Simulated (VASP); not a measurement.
Write the native input for VASP 6.6.1 that does the following.

```yaml
Task: single point
Functional: PBE
Potentials_or_basis: VASP PAW PBE potentials, release 64 (Ge_d)
Cutoff: 520 eV
k_mesh: 11 × 11 × 11
Occupations: fermi-dirac, width 0.05 eV
Spin: no spin polarisation
Dipole_correction: no
Further_INCAR_settings: ALGO = Normal; EDIFF = 1e-07; NBANDS = 21
```

The structure of Ge lies in POSCAR:

```
Ge
1.0
   -2.4958980000      2.6508630000      1.4369470000
    2.4958980000     -2.6508630000      1.4369470000
    2.4958980000      2.6508630000     -1.4369470000
Ge
2
Direct
    0.3140570000      0.0640570000      0.2500000000
    0.6859430000      0.9359430000      0.7500000000
```

These files were run (other wordings do the same):

INCAR

```
SYSTEM = Ge
PREC = Accurate ; ENCUT = 520
EDIFF = 1E-7 ; ISMEAR = -1
SIGMA = 0.05 ; LREAL = .FALSE.
LASPH = .TRUE. ; NELM = 80
ALGO = Normal ; ISIF = 2
LWAVE = .FALSE. ; LCHARG = .TRUE.
GGA = PE ; LELF = .TRUE.
LVHAR = .TRUE. ; NBANDS = 21
```

KPOINTS

```
Automatic mesh
0
G
  11 11 11
  0 0 0
```

Potentials or basis: VASP PAW PBE potentials, release 64 (Ge_d).

The run is started by

```console
$ cat potpaw_PBE.64/Ge_d/POTCAR > POTCAR
$ mpirun -np 1 vasp_std > vasp.out
```

Results of the run:

```yaml
Pressure: 1.2 GPa
Largest_force: 0.057 eV/Å
Band_gap_on_the_k_mesh: zero (bands 14 and 15 overlap by 5.21 eV)
```

Wall time 2.4 min on 1 thread of AMD EPYC 7R43 64-Core Processor (Zen 3), on a shared host, peak memory 0.23 GiB.
